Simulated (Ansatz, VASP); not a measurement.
Two plane-wave programs on Re

```
Re
1.0
     2.65573    0.00000    0.00000
    -1.32787    2.39576    0.00000
     0.00000    0.00000    8.93885
Re
4
Direct
  0.66667 0.33333 0.75000
  0.00000 0.00000 0.50000
  0.33333 0.66667 0.25000
  0.00000 0.00000 0.00000
```

Alike in both runs: task single point; functional PBE; k mesh 8 × 8 × 3; occupations fermi-dirac, width 0.05 eV; no spin polarisation.

|  | VASP | Ansatz |
| --- | --- | --- |
| version | VASP 6.6.1 | Ansatz 0.2.0 |
| potentials or method | VASP PAW PBE potentials, release 64 (Re) | Ansatz PAW |
| plane-wave cutoff (eV) | 520 | 420 |
| valence electrons in the cell | 28 | 60 |

Ansatz gave:

- gap on the k mesh at the Fermi level (eV): none
- pressure (GPa): 21.3
- traceless stress, the component that is largest in VASP (GPa): 15.52
- rms of the force components (eV/Å): 0.091

Which values does VASP return?

gap on the k mesh at the Fermi level (eV): none; pressure (GPa): 21.1; traceless stress, the component that is largest in VASP (GPa): 15.30; rms of the force components (eV/Å): 0.091.

Atom by atom the forces differ by 0.001 eV/Å (rms over components). A gap of «none» marks a metal or a gap that the smearing closes. VASP's potentials hold 28 valence electrons a cell and Ansatz's 60, so a difference there can come from the potentials and not from the codes.

Spin-orbit coupling is off throughout.
